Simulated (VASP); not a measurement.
# H (I4/mmm) in VASP: a series of runs, part 2 of 2

VASP 6.6.1. Earlier steps stand in the parts before.

**3. Single point, PBE (biaxial strain in the a-b plane: +6.0 %, then relaxed in part)**

File INCAR:

```
PREC     = Accurate       # precision mode
ENCUT    = 520            # plane-wave cutoff, eV
EDIFF    = 1E-6           # SCF threshold, eV
ISMEAR   = 0              # smearing method
SIGMA    = 0.02           # smearing width, eV
LREAL    = F              # projectors in reciprocal space
LASPH    = T              # aspherical terms in the spheres
NELM     = 60             # most SCF steps
ALGO     = Normal         # electronic algorithm
ISIF     = 2              # what is computed and relaxed
LWAVE    = F              # write WAVECAR
LCHARG   = F              # write CHGCAR
GGA      = PE             # functional
NBANDS   = 10             # bands
```

File KPOINTS:

```
regular mesh
0
Gamma
  6 6 6
```

File POSCAR:

```
H
1.0
    3.9323788109      0.0000000000      0.0000000000
    0.0000000000      3.9323788109      0.0000000000
    0.0000000000      0.0000000000      4.3652925876
H
4
Direct
    0.0000000000      0.0000000000      0.9140039539
    0.0000000000      0.0000000000      0.0859960461
    0.5000000000      0.5000000000      0.4140039539
    0.5000000000      0.5000000000      0.5859960461
```

Potentials or basis: VASP PAW PBE potentials, release 64 (H).

On the command line:

```bash
$ cat potpaw_PBE.64/H/POTCAR > POTCAR
$ mpirun -np 1 vasp_std > vasp.out
```

It took 30 s on 1 thread of Intel Xeon 8259CL, shared host; peak memory 0.17 GiB.

It converged, with:

| Quantity | Value |
| --- | --- |
| Free energy | -13.5790 eV |
| Pressure | -0.2 GPa |
| Largest force | 0.011 eV/Å |
| Band gap on the k mesh | 9.27 eV |

Forces in eV/Å, atoms in the order of the input:
```
H    0.000  0.000  0.011
H    0.000  0.000 -0.011
H    0.000  0.000  0.011
H    0.000  0.000 -0.011
```

Levels at points of the mesh, in eV from the valence-band top:
| k point | band 1 | band 2 | band 3 | band 4 | band 5 | band 6 |
| --- | --- | --- | --- | --- | --- | --- |
| (0.00, 0.00, 0.00) | -1.27 | 0.00 | 10.79 | 11.79 | 14.38 | 14.38 |
| (0.50, 0.00, 0.00) | -0.54 | -0.54 | 11.05 | 11.05 | 12.69 | 12.69 |
| (0.50, 0.50, 0.00) | -0.39 | -0.39 | 10.47 | 10.47 | 13.38 | 13.38 |
| (0.00, 0.00, 0.50) | -0.60 | -0.60 | 9.86 | 9.86 | 16.27 | 16.27 |
| (0.50, 0.00, 0.50) | -0.44 | -0.44 | 9.27 | 9.27 | 15.01 | 15.01 |
| (0.50, 0.50, 0.50) | -0.31 | -0.31 | 10.90 | 10.90 | 12.41 | 12.41 |

Caveat: the cell differs from its parent crystal (biaxial strain in the a-b plane: +6.0 %, then relaxed in part); this functional lacks dispersion, which holds the molecules together, so the pressure and a relaxed volume are unreliable.

**4. Single point, PBE (biaxial strain in the a-b plane: +6.0 %)**

File INCAR:

```
SYSTEM = H
ALGO = Normal
EDIFF = 1E-7
ENCUT = 520
GGA = PE
ISIF = 2
ISMEAR = 0
LASPH = .True.
LCHARG = .False.
LREAL = .False.
LWAVE = .False.
NBANDS = 10
NELM = 80
PREC = Accurate
SIGMA = 0.02
```

File KPOINTS:

```
k-points
0
Gamma
  6 6 6
  0 0 0
```

File POSCAR:

```
H
1.0
    3.9323788109      0.0000000000      0.0000000000
    0.0000000000      3.9323788109      0.0000000000
    0.0000000000      0.0000000000      4.4066171086
H
4
Direct
    0.0000000000      0.0000000000      0.9156120470
    0.0000000000      0.0000000000      0.0843879530
    0.5000000000      0.5000000000      0.4156120470
    0.5000000000      0.5000000000      0.5843879530
```

Potentials or basis: VASP PAW PBE potentials, release 64 (H).

On the command line:

```bash
$ cat potpaw_PBE.64/H/POTCAR > POTCAR
$ mpirun -np 1 vasp_std > vasp.out
```

OUTCAR:

```text
SYSTEM = H
   EDIFF = 1E-7
   ENCUT = 520
   GGA = PE
   ISIF = 2
   ISMEAR = 0
   LASPH = .True.
   LREAL = .False.
   NELM = 80
   PREC = Accurate

 ion  position               nearest neighbor table
   1  0.000  0.000  0.916-   2 0.74
   2  0.000  0.000  0.084-   1 0.74
   3  0.500  0.500  0.416-   4 0.74
   4  0.500  0.500  0.584-   3 0.74

[... 529 lines left out ...]

  FORCE on cell =-STRESS in cart. coord.  units (eV):
  Direction    XX          YY          ZZ          XY          YZ          ZX
  --------------------------------------------------------------------------------------
  -------------------------------------------------------------------------------------
  Total       -0.0697683     -0.0697683      0.2786346      0.0000000     -0.0000000     -0.0000000
  in kB       -1.6404121     -1.6404121      6.5513317      0.0000000     -0.0000000     -0.0000000
  external PRESSURE =       1.0901691 kB  Pullay stress =       0.0000000 kB

 VOLUME and BASIS-vectors are now :
 -----------------------------------------------------------------------------
  energy-cutoff  :      520.00
  volume of cell :       68.14
      direct lattice vectors                 reciprocal lattice vectors
     3.932378811  0.000000000  0.000000000     0.254299000  0.000000000  0.000000000
     0.000000000  3.932378811  0.000000000     0.000000000  0.254299000  0.000000000
     0.000000000  0.000000000  4.406617109     0.000000000  0.000000000  0.226931448

 POSITION                                       TOTAL-FORCE (eV/Angst)
 -----------------------------------------------------------------------------------
      0.00000      0.00000      4.03475        -0.000000     -0.000000     -0.237138
      0.00000      0.00000      0.37187         0.000000      0.000000      0.237138
      1.96619      1.96619      1.83144        -0.000000      0.000000     -0.237138
      1.96619      1.96619      2.57517         0.000000     -0.000000      0.237138
 -----------------------------------------------------------------------------------
    total drift:                                0.000000      0.000000      0.000000

  FREE ENERGIE OF THE ION-ELECTRON SYSTEM (eV)
  ---------------------------------------------------
  free  energy   TOTEN  =       -13.5774233288 eV

  energy  without entropy=      -13.5774233288  energy(sigma->0) =      -13.57742333
```

OSZICAR:

```text
N       E                     dE             d eps       ncg     rms          rms(c)
DAV:   1    -0.100673072257E+02   -0.10067E+02   -0.10897E+03   800   0.254E+02
DAV:   2    -0.147180551720E+02   -0.46507E+01   -0.45984E+01   970   0.391E+01
DAV:   3    -0.148556859490E+02   -0.13763E+00   -0.13755E+00   950   0.544E+00
DAV:   4    -0.148561118228E+02   -0.42587E-03   -0.42587E-03   888   0.362E-01
DAV:   5    -0.148561137565E+02   -0.19336E-05   -0.19336E-05   896   0.249E-02    0.635E+00
DAV:   6    -0.139911851591E+02    0.86493E+00   -0.38669E-01   832   0.222E+00    0.346E+00
DAV:   7    -0.135696274240E+02    0.42156E+00   -0.91311E-01   826   0.350E+00    0.428E-01
DAV:   8    -0.135805223928E+02   -0.10895E-01   -0.17732E-02   816   0.569E-01    0.292E-01
DAV:   9    -0.135773918342E+02    0.31306E-02   -0.65576E-03   836   0.290E-01    0.207E-02
DAV:  10    -0.135774119652E+02   -0.20131E-04   -0.10910E-04   844   0.618E-02    0.807E-03
DAV:  11    -0.135774231725E+02   -0.11207E-04   -0.77747E-06   820   0.231E-02    0.348E-03
DAV:  12    -0.135774232895E+02   -0.11700E-06   -0.16270E-07   902   0.258E-03    0.758E-04
DAV:  13    -0.135774233288E+02   -0.39298E-07   -0.35707E-08   826   0.119E-03
   1 F= -.13577423E+02 E0= -.13577423E+02  d E =-.152680E-23
```

stdout:

```text
POSCAR found type information on POSCAR H
 POSCAR found :  1 types and       4 ions
 scaLAPACK will be used
 LDA part: xc-table for (Slater+PW92), standard interpolation
 POSCAR, INCAR and KPOINTS ok, starting setup
 FFT: planning ... GRIDC
 FFT: planning ... GRID_SOFT
 FFT: planning ... GRID
 WAVECAR not read
 entering main loop
```

Run time: 37 s. Hardware: 1 thread of Intel Xeon 8259CL, shared host; peak memory 0.17 GiB.

What came out:

- Free energy: -13.5774 eV
- Pressure: 0.1 GPa
- Largest force: 0.237 eV/Å
- Band gap on the k mesh: 9.35 eV

Forces in eV/Å, atoms in the order of the input:
```
H    0.000  0.000 -0.237
H    0.000  0.000  0.237
H    0.000  0.000 -0.237
H    0.000  0.000  0.237
```

Stress tensor (GPa, compression positive):
```
-0.16  0.00  0.00
 0.00 -0.16  0.00
 0.00  0.00  0.66
```

Caveat: the cell differs from its parent crystal (biaxial strain in the a-b plane: +6.0 %); this functional lacks dispersion, which holds the molecules together, so the pressure and a relaxed volume are unreliable.

**5. Overview**

```csv
cell,gap on the mesh (eV),pressure (GPa),largest force (eV/Å)
"a = 3.858, b = 3.858, c = 4.461 Å, 4 atoms, atomic positions A",9.37,0.2,0.33
"a = 3.932, b = 3.932, c = 4.365 Å, 4 atoms, atomic positions B",9.27,-0.2,0.01
"a = 3.932, b = 3.932, c = 4.407 Å, 4 atoms, atomic positions C",9.35,0.1,0.24
```

Alike in all rows: task single point; level PBE; potentials or basis VASP PAW PBE potentials, release 64 (H); no spin polarisation; k mesh 6 × 6 × 6; cutoff (eV) 520; smearing gaussian 0.02 eV.

Caveats: this functional lacks dispersion, which holds the molecules together, so the pressure and a relaxed volume are unreliable.

Absolute energies hang on the potentials; compare differences alone.
